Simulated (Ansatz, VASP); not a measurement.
## Two plane-wave programs on BN

```
B N
1.0
     2.49824    0.00000    0.00000
    -1.24912    2.16354    0.00000
     0.00000    0.00000    6.63570
B N
2 2
Direct
  0.33333 0.66667 0.25000
  0.66667 0.33333 0.75000
  0.33333 0.66667 0.75000
  0.66667 0.33333 0.25000
```

Alike in both runs: task relaxation of cell and atoms; functional PBEsol; k mesh 12 × 12 × 4; occupations gaussian, width 0.02 eV; no spin polarisation.

|  | VASP | Ansatz |
| --- | --- | --- |
| version | VASP 6.6.1 | Ansatz 0.2.0 |
| potentials or method | VASP PAW PBE potentials, release 64 (B, N), cutoff 600 eV | scalar-relativistic, plane waves, PAW |
| valence electrons in the cell | 16 | 16 |

```tsv
	VASP	Ansatz	Ansatz less VASP
gap on the k mesh at the Fermi level, each at its own relaxed structure (eV)	4.22	4.27	+0.047
relaxed volume (Å³/atom)	9.34	9.53	+0.192
relaxed cell length with the largest relative difference (Å)	6.870	7.016	+0.1461
```

VASP's potentials were made for PBE, not for PBEsol.
